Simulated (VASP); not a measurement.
# ZrO2 (Cubic zirconia) (Fm-3m) in VASP: notebook, part 2 of 2

VASP 6.6.1. The steps go on from the part before.

## 3. Single point, LDA

This run uses another cell than the first one, of 11.29 Å³/atom, 1.020 times its volume.

Input file INCAR:

```
PREC = Accurate ; ENCUT = 600
EDIFF = 1E-6 ; ISMEAR = 0
SIGMA = 0.01 ; LREAL = False
LASPH = True ; NELM = 120
ALGO = Normal ; ISIF = 2
LWAVE = False ; LCHARG = False
NBANDS = 19 ; GGA_COMPAT = False
```

Input file KPOINTS:

```
Automatic mesh
0
Gamma
  6 6 6
```

Input file POSCAR:

```
ZrO2
1.0
    0.0000000000      2.5683590887      2.5683590887
    2.5683590887      0.0000000000      2.5683590887
    2.5683590887      2.5683590887      0.0000000000
Zr O
1 2
Direct
    0.0000000000      0.0000000000      0.0000000000
    0.2500000000      0.2500000000      0.2500000000
    0.7500000000      0.7500000000      0.7500000000
```

Potentials or basis: VASP PAW LDA potentials, release 64 (Zr_sv, O).

Command:

```
cat potpaw_LDA.64/Zr_sv/POTCAR potpaw_LDA.64/O/POTCAR > POTCAR
mpirun -np 1 vasp_std > vasp.out
```

OUTCAR:

```text
PREC = Accurate
   ENCUT = 600
   EDIFF = 1E-6
   ISMEAR = 0
   LREAL = False
   LASPH = True
   NELM = 120
   ISIF = 2

 ion  position               nearest neighbor table
   1  0.000  0.000  0.000-   2 2.22   3 2.22   3 2.22   3 2.22   3 2.22   2 2.22   2 2.22   2 2.22

   2  0.250  0.250  0.250-   1 2.22   1 2.22   1 2.22   1 2.22
   3  0.750  0.750  0.750-   1 2.22   1 2.22   1 2.22   1 2.22

  LATTYP: Found a face centered cubic cell.
 ALAT       =     5.1367181774

  Lattice vectors:

 A1 = (   0.0000000000,   2.5683590887,   2.5683590887)
 A2 = (   2.5683590887,   0.0000000000,   2.5683590887)
 A3 = (   2.5683590887,   2.5683590887,   0.0000000000)

Analysis of symmetry for initial positions (statically):
=====================================================================
 Subroutine PRICEL returns:
 Original cell was already a primitive cell.

 Routine SETGRP: Setting up the symmetry group for a
 face centered cubic supercell.

 Subroutine GETGRP returns: Found 48 space group operations
 (whereof 48 operations were pure point group operations)
 out of a pool of 48 trial point group operations.

The static configuration has the point symmetry O_h .

Analysis of symmetry for dynamics (positions and initial velocities):
=====================================================================
 Subroutine PRICEL returns:
 Original cell was already a primitive cell.

 Routine SETGRP: Setting up the symmetry group for a
 face centered cubic supercell.

 Subroutine GETGRP returns: Found 48 space group operations
 (whereof 48 operations were pure point group operations)
 out of a pool of 48 trial point group operations.

The dynamic configuration has the point symmetry O_h .

 Subroutine INISYM returns: Found 48 space group operations
 (whereof 48 operations are pure point group operations),
 and found     1 'primitive' translations

----------------------------------------------------------------------------------------

[... 104 lines left out ...]
     AMIX     =   0.40;   BMIX     =  1.00
     AMIX_MAG =   1.60;   BMIX_MAG =  1.00
  volume/ion in A,a.u.               =      11.29        76.22
  Fermi-wavevector in a.u.,A,eV,Ry     =   1.459305  2.757687 28.974587  2.129572
  Thomas-Fermi vector in A             =   2.575888
   LORBIT       =      0    0 simple, 1 ext, 2 COOP (PROOUT), +10 PAW based schemes
   GGA     = CA    functional components
   LHFCALC =     F    Hartree Fock is set to
   AEXX    =    0.0000 exact exchange contribution
   IVDW    =     0    specifies the selected vdW correction
   LEPSILON=     F    determine dielectric tensor
   LRPA    =     F    only Hartree local field effects (RPA)
 non-spin polarized calculation
 Gauss-broadening in eV      SIGMA  =   0.01
  energy-cutoff  :      600.00
  volume of cell :       33.88
 maximum number of plane-waves:      1158
 NGX is ok and might be reduce to    30
   NGX = 15   NGY = 15   NGZ = 15

 number of electron      23.9999993 magnetization

 Free energy of the ion-electron system (eV)
  ---------------------------------------------------
  ext. energy  EPLUGINS =         0.00000000
  ---------------------------------------------------
  free energy    TOTEN  =       -31.27708931 eV

  energy without entropy =      -31.27708931  energy(sigma->0) =      -31.27708931

 E-fermi :   6.6978     XC(G=0): -12.1330

 val. band max:        6.6288414759   @ k =   0.5000   0.5000   0.0000
 cond. band min:       9.7867993860   @ k =   0.0000   0.0000   0.0000
 fundamental gap:      3.1579579101
 Fermi energy:         6.6978221103

 k-point     1 :       0.0000    0.0000    0.0000
  band No.  band energies     occupation
      1     -41.2326      2.00000
      2     -19.2149      2.00000
      3     -19.2149      2.00000
      4     -19.2149      2.00000
      5     -11.1636      2.00000
      6      -8.5960      2.00000
[... 329 lines left out ...]
      6      -9.2788      2.00000
[... 11 lines left out ...]
     18      18.7957      0.00000
     19      20.8943      0.00000

------------------------ aborting loop because EDIFF is reached ----------------------------------------

  FORCE on cell =-STRESS in cart. coord.  units (eV):
  Direction    XX          YY          ZZ          XY          YZ          ZX
  --------------------------------------------------------------------------------------
  -------------------------------------------------------------------------------------
  Total       -3.1585702     -3.1585702     -3.1585702      0.0000000     -0.0000000      0.0000000
  in kB     -149.3495400   -149.3495400   -149.3495400      0.0000000     -0.0000000      0.0000000
  external PRESSURE =    -149.3495400 kB  Pullay stress =       0.0000000 kB

 VOLUME and BASIS-vectors are now :
 -----------------------------------------------------------------------------
  energy-cutoff  :      600.00
  volume of cell :       33.88
      direct lattice vectors                 reciprocal lattice vectors
     0.000000000  2.568359089  2.568359089    -0.194676828  0.194676828  0.194676828
     2.568359089  0.000000000  2.568359089     0.194676828 -0.194676828  0.194676828
     2.568359089  2.568359089  0.000000000     0.194676828  0.194676828 -0.194676828

 POSITION                                       TOTAL-FORCE (eV/Angst)
 -----------------------------------------------------------------------------------
      0.00000      0.00000      0.00000         0.000000     -0.000000      0.000000
      1.28418      1.28418      1.28418        -0.000000     -0.000000     -0.000000
      3.85254      3.85254      3.85254         0.000000      0.000000      0.000000
 -----------------------------------------------------------------------------------
    total drift:                                0.000000     -0.000000      0.000000

  FREE ENERGIE OF THE ION-ELECTRON SYSTEM (eV)
  ---------------------------------------------------
  free  energy   TOTEN  =       -31.2770893146 eV

  energy  without entropy=      -31.2770893146  energy(sigma->0) =      -31.27708931
```

stdout:

```text
POSCAR found type information on POSCAR ZrO
 POSCAR found :  2 types and       3 ions
 scaLAPACK will be used
 LDA part: xc-table for (Slater(with rela. corr.)+CA(PZ))
 , standard interpolation
 POSCAR, INCAR and KPOINTS ok, starting setup
 FFT: planning ... GRIDC
 FFT: planning ... GRID_SOFT
 FFT: planning ... GRID
 WAVECAR not read
 entering main loop
```

Wall time 32 s (1 thread of Intel Xeon 8259CL, shared host); peak memory 0.15 GiB.

What came out:

* Free energy: -31.2771 eV
* Pressure: -14.9 GPa
* Band gap on the k mesh: 3.16 eV, indirect (least direct gap 3.56 eV)

A k mesh can miss the band edges. A hybrid or GW would open this gap; LDA tends to underestimate it.

## 4. Single point, LDA

This run uses another cell than the first one, of 11.51 Å³/atom, 1.039 times its volume.

Input file INCAR:

```
SYSTEM = ZrO2
PREC = Accurate
ENCUT = 600
EDIFF = 1E-6
ISMEAR = 0
SIGMA = 0.01
LREAL = .False.
LASPH = .True.
NELM = 120
ALGO = Normal
ISIF = 2
LWAVE = .False.
LCHARG = .True.
GGA = CA
LELF = .True.
LVHAR = .True.
NBANDS = 19
GGA_COMPAT = .False.
```

Input file KPOINTS:

```
Automatic mesh
0
Gamma
  6 6 6
  0 0 0
```

Input file POSCAR:

```
ZrO2
1.0
    0.0000000000      2.5847185048      2.5847185048
    2.5847185048      0.0000000000      2.5847185048
    2.5847185048      2.5847185048      0.0000000000
Zr O
1 2
Direct
    0.0000000000      0.0000000000      0.0000000000
    0.2500000000      0.2500000000      0.2500000000
    0.7500000000      0.7500000000      0.7500000000
```

Command:

```
cat potpaw_LDA.64/Zr_sv/POTCAR potpaw_LDA.64/O/POTCAR > POTCAR
mpirun -np 1 vasp_std > vasp.out
```

Wall time 30 s (1 thread of Intel Xeon 8259CL, shared host); peak memory 0.15 GiB.

The run converged. Its results:

| Quantity | Value |
| --- | --- |
| Free energy | -31.2103 eV |
| Pressure | -18.7 GPa |
| Band gap on the k mesh | 3.11 eV, indirect (least direct gap 3.49 eV) |

Levels at points of the mesh, in eV from the valence-band top:
```
           k point  band 8  band 9  band 10  band 11  band 12  band 13  band 14  band 15  band 16  band 17
(0.00, 0.00, 0.00)   -5.02   -5.02    -0.52    -0.52    -0.52     3.11     3.11     6.04     8.85     8.85
(0.50, 0.00, 0.00)   -4.05   -2.48    -2.46    -1.62    -1.62     3.71     3.71     5.70     7.99     7.99
(0.50, 0.50, 0.00)   -3.10   -3.10    -1.46    -1.46     0.00     3.49     4.41     5.45     6.89     6.89
```

A k mesh can miss the band edges.

## 5. Summary

| cell | gap on the mesh (eV) | pressure (GPa) |
| --- | --- | --- |
| a = 3.609 Å, angles 60.0°, 3 atoms | 3.21 | -10.8 |
| a = 3.632 Å, angles 60.0°, 3 atoms | 3.16 | -14.9 |
| a = 3.655 Å, angles 60.0°, 3 atoms | 3.11 | -18.7 |

Alike in all rows: task single point; level LDA; potentials or basis VASP PAW LDA potentials, release 64 (Zr_sv, O); no spin polarisation; k mesh 6 × 6 × 6; cutoff (eV) 600; smearing gaussian 0.01 eV.

Absolute energies hang on the potentials; compare differences alone.
